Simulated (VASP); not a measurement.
A run of VASP 6.6.1 is set up as follows.

File INCAR:

```
SYSTEM = HfSiO4
ALGO = Normal
EDIFF = 1E-7
ENCUT = 520
GGA = PE
ISIF = 2
ISMEAR = 0
LASPH = .True.
LCHARG = .False.
LREAL = .False.
LWAVE = .False.
NBANDS = 28
NELM = 100
PREC = Accurate
SIGMA = 0.1
```

Contents of KPOINTS:

```
k-points
0
Gamma
  6 6 4
  0 0 0
```

POSCAR

```
HfSiO4
1.0
    5.2090259252      0.0000000000      0.0000000000
   -2.6045129626      4.5111487802      0.0000000000
    0.0000000000      0.0000000000      2.7528517258
Hf Si O
1 1 4
Direct
    0.0000000000      0.0000000000      0.0000000000
    0.3333333333      0.6666666667      0.0000000000
    0.6666666667      0.3333333333      0.0000000000
    0.0453803169      0.5226901585      0.5000000000
    0.4773098415      0.5226901585      0.5000000000
    0.4773098415      0.9546196831      0.5000000000
```

Potentials or basis: VASP PAW PBE potentials, release 64 (Hf_pv, Si, O).

The run is started by

```console
$ cat potpaw_PBE.64/Hf_pv/POTCAR potpaw_PBE.64/Si/POTCAR potpaw_PBE.64/O/POTCAR > POTCAR
$ mpirun -np 1 vasp_std > vasp.out
```

(1) What does it give for the band gap on the k mesh?

(2) What does it give for the pressure?

Answers

(1) zero (bands 19 and 20 overlap by 0.87 eV).

(2) -0.2 GPa.

Caveat: the k points lie up to 0.57 Å⁻¹ apart, too coarse for converged energies and pressures of a metal; spin-orbit coupling is left out, which moves the levels of the heavy elements.
